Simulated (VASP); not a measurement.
# Tl (Immm) in VASP: single point with PBEsol

Aim: the single point of Tl with PBEsol.

Program: VASP 6.6.1. These are calculated values, not measurements. Logs are shortened: lines on timing, memory, paths and dates and some standing lists are left out, and cuts for length are marked.

**1. The cell of the first run**

Symmetry: Immm, No. 71, orthorhombic system. The conventional cell has a = 3.287 Å, b = 3.561 Å, c = 4.842 Å, α = 90.00°, β = 90.00°, γ = 90.00°. Tl (site symmetry mmm) has 12 Tl at 3.29 to 3.56 Å within 4.3 Å.

**2. Single point, PBEsol (engineering shear strain xz -0.0800, normal strain along z +0.0000)**

Contents of INCAR:

```
PREC = Accurate
ENCUT = 520
EDIFF = 1E-7
ISMEAR = 0
SIGMA = 0.15
LREAL = False
LASPH = True
NELM = 60
ALGO = Fast
ISIF = 2
LWAVE = False
LCHARG = True
GGA = PS
LELF = True
LVHAR = True
NBANDS = 12
```

Contents of KPOINTS:

```
Automatic mesh
0
Gamma
  16 16 16
```

Contents of POSCAR:

```
Tl
1.0
   -0.0968389262      2.4209731547      2.4209731547
    2.3241342285      0.0000000000      2.3241342285
    2.4209731547      2.4209731547     -0.0968389262
Tl
1
Direct
    0.0000000000      0.0000000000      0.0000000000
```

Potentials or basis: VASP PAW PBE potentials, release 64 (Tl_d).

Launch:

```
cat potpaw_PBE.64/Tl_d/POTCAR > POTCAR
mpirun -np 1 vasp_std > vasp.out
```

OUTCAR:

```text
PREC = Accurate
   ENCUT = 520
   EDIFF = 1E-7
   ISMEAR = 0
   LREAL = False
   LASPH = True
   NELM = 60
   ISIF = 2
   GGA = PS

 ion  position               nearest neighbor table
   1  0.000  0.000  0.000-

  LATTYP: Found a body centered orthorhombic cell.
 ALAT       =     3.2868221467
 B/A-ratio  =     1.0833333333
 C/A-ratio  =     1.4731391275

  Lattice vectors:

 A1 = (   2.4209731547,  -2.4209731547,  -0.0968389262)
 A2 = (  -2.4209731547,  -2.4209731547,   0.0968389262)
 A3 = (   0.0968389262,   2.4209731547,  -2.4209731547)

Analysis of symmetry for initial positions (statically):
=====================================================================
 Subroutine PRICEL returns:
 Original cell was already a primitive cell.

 Routine SETGRP: Setting up the symmetry group for a
 body centered orthorhombic supercell.

 Subroutine GETGRP returns: Found  8 space group operations
 (whereof  8 operations were pure point group operations)
 out of a pool of  8 trial point group operations.

The static configuration has the point symmetry D_2h.

Analysis of symmetry for dynamics (positions and initial velocities):
=====================================================================
 Subroutine PRICEL returns:
 Original cell was already a primitive cell.

 Routine SETGRP: Setting up the symmetry group for a
 body centered orthorhombic supercell.

 Subroutine GETGRP returns: Found  8 space group operations
 (whereof  8 operations were pure point group operations)
 out of a pool of  8 trial point group operations.

The dynamic configuration has the point symmetry D_2h.

 Subroutine INISYM returns: Found  8 space group operations
 (whereof  8 operations are pure point group operations),
 and found     1 'primitive' translations

----------------------------------------------------------------------------------------

                                     Primitive cell

  volume of cell :      28.3338

  direct lattice vectors                    reciprocal lattice vectors
    -0.096838926  2.420973155  2.420973155    -0.198585114  0.206528519  0.198585114
     2.324134229  0.000000000  2.324134229     0.215133874 -0.206528519  0.215133874
     2.420973155  2.420973155 -0.096838926     0.198585114  0.206528519 -0.198585114

  length of vectors
     3.425142305  3.286822147  3.425142305     0.348605973  0.367721629  0.348605973

  position of ions in fractional coordinates (direct lattice)
     0.000000000  0.000000000  0.000000000

  ion indices of the primitive-cell ions
   primitive index   ion index
                 1           1

[... 83 lines left out ...]
   NUPDOWN=      -1.0000    fix difference up-down
   EMIN   =  10.00;   EMAX   =-10.00  energy-range for DOS
   EFERMI =   0.00;   METHOD = LEGACY
   ISMEAR =     0;   SIGMA  =   0.15  broadening in eV -4-tet -1-fermi 0-gaus
   EFERMI_NEDOS =   21; number of points for ismear=-14 and -15
   IALGO  =     68    algorithm
   IMIX   =      4    mixing-type and parameters
     AMIX     =   0.40;   BMIX     =  1.00
     AMIX_MAG =   1.60;   BMIX_MAG =  1.00
  volume/ion in A,a.u.               =      28.33       191.21
  Fermi-wavevector in a.u.,A,eV,Ry     =   1.262664  2.386089 21.692044  1.594320
  Thomas-Fermi vector in A             =   2.396061
   LORBIT       =      0    0 simple, 1 ext, 2 COOP (PROOUT), +10 PAW based schemes
   GGA     = PS    functional components
   LHFCALC =     F    Hartree Fock is set to
   AEXX    =    0.0000 exact exchange contribution
   IVDW    =     0    specifies the selected vdW correction
   LEPSILON=     F    determine dielectric tensor
   LRPA    =     F    only Hartree local field effects (RPA)
 non-spin polarized calculation
 RMM-DIIS sequential band-by-band and
 Gauss-broadening in eV      SIGMA  =   0.15
  energy-cutoff  :      520.00
  volume of cell :       28.33
 maximum number of plane-waves:       778
 NGX is ok and might be reduce to    28
   NGX = 13   NGY = 13   NGZ = 13

 number of electron      13.0000000 magnetization

 Free energy of the ion-electron system (eV)
  ---------------------------------------------------
  ext. energy  EPLUGINS =         0.00000000
  ---------------------------------------------------
  free energy    TOTEN  =        -2.61371493 eV

  energy without entropy =       -2.60817359  energy(sigma->0) =       -2.61094426

 E-fermi :   6.4326     XC(G=0): -10.4107

 val. band max:        6.4307799849   @ k =   0.5000  -0.2500   0.1875
 cond. band min:       6.4341208838   @ k =   0.3750  -0.3750   0.2500
 fundamental gap:      0.0033408989
 Fermi energy:         6.4326319185

 k-point     1 :       0.0000    0.0000    0.0000
  band No.  band energies     occupation
      1      -5.1511      2.00000
      2      -5.1328      2.00000
      3      -4.9947      2.00000
      4      -4.7802      2.00000
      5      -4.7749      2.00000
      6      -3.6532      2.00000
      7      15.7985      0.00000
      8      16.1576      0.00000
      9      17.9624      0.00000
     10      18.1493      0.00000
     11      20.0780      0.00000
     12      20.7065      0.00000
[... 331 lines left out ...]
 k-point    24 :      -0.1250    0.0625    0.0000
  band No.  band energies     occupation
      1      -5.1570      2.00000
      2      -5.0925      2.00000
      3      -4.9558      2.00000
      4      -4.7996      2.00000
      5      -4.7542      2.00000
      6      -3.1173      2.00000
      7      12.3245      0.00000
      8      15.6988      0.00000
      9      16.5775      0.00000
     10      18.4680      0.00000
     11      20.2170      0.00000
     12      21.2129      0.00000

 [... further k-points ...]

------------------------ aborting loop because EDIFF is reached ----------------------------------------

  FORCE on cell =-STRESS in cart. coord.  units (eV):
  Direction    XX          YY          ZZ          XY          YZ          ZX
  --------------------------------------------------------------------------------------
  -------------------------------------------------------------------------------------
  Total        0.0399234     -0.0434550      0.0399234      0.0000000      0.0000000      0.1652819
  in kB        2.2575286     -2.4572327      2.2575286      0.0000000      0.0000000      9.3461213
  external PRESSURE =       0.6859415 kB  Pullay stress =       0.0000000 kB

 VOLUME and BASIS-vectors are now :
 -----------------------------------------------------------------------------
  energy-cutoff  :      520.00
  volume of cell :       28.33
      direct lattice vectors                 reciprocal lattice vectors
    -0.096838926  2.420973155  2.420973155    -0.198585114  0.206528519  0.198585114
     2.324134229  0.000000000  2.324134229     0.215133874 -0.206528519  0.215133874
     2.420973155  2.420973155 -0.096838926     0.198585114  0.206528519 -0.198585114

 POSITION                                       TOTAL-FORCE (eV/Angst)
 -----------------------------------------------------------------------------------
      0.00000      0.00000      0.00000        -0.000000     -0.000000     -0.000000
 -----------------------------------------------------------------------------------
    total drift:                               -0.000000     -0.000000     -0.000000

  FREE ENERGIE OF THE ION-ELECTRON SYSTEM (eV)
  ---------------------------------------------------
  free  energy   TOTEN  =        -2.6137149311 eV

  energy  without entropy=       -2.6081735939  energy(sigma->0) =       -2.61094426
```

Wall time 2.9 min (1 thread of Oxide Virtual Turin-like, shared host); peak memory 0.28 GiB.

What came out:

| Quantity | Value |
| --- | --- |
| Free energy | -2.6137 eV |
| Pressure | 0.1 GPa |
| Band gap on the k mesh | zero (an odd number of electrons rules out a gap without spin polarisation) |

Stress tensor (GPa, compression positive):
```
 0.23  0.00  0.93
 0.00 -0.25  0.00
 0.93  0.00  0.23
```

Levels at points of the mesh, in eV from the Fermi level:
| k point | band 2 | band 3 | band 4 | band 5 | band 6 | band 7 | band 8 | band 9 | band 10 | band 11 |
| --- | --- | --- | --- | --- | --- | --- | --- | --- | --- | --- |
| (0.00, 0.00, 0.00) | -11.57 | -11.43 | -11.21 | -11.21 | -10.09 | 9.37 | 9.72 | 11.53 | 11.72 | 13.65 |
| (0.50, 0.00, 0.00) | -11.57 | -11.42 | -11.03 | -10.94 | -5.65 | -3.06 | 8.44 | 9.11 | 10.84 | 12.90 |
| (0.00, 0.50, 0.00) | -11.57 | -11.43 | -10.99 | -10.90 | -4.87 | -2.80 | 7.64 | 7.95 | 10.30 | 12.00 |
| (0.50, 0.50, 0.00) | -11.78 | -11.02 | -10.91 | -10.86 | -3.49 | -1.83 | 4.12 | 4.13 | 7.60 | 9.02 |
| (0.50, 0.00, 0.50) | -11.76 | -10.98 | -10.90 | -10.90 | -3.59 | -1.84 | 3.12 | 5.19 | 7.10 | 9.61 |

Caveat: the cell differs from its parent crystal (engineering shear strain xz -0.0800, normal strain along z +0.0000); the PAW data sets were made with another functional, which shifts forces and pressure a little; spin-orbit coupling is left out, which moves the levels of the heavy elements.
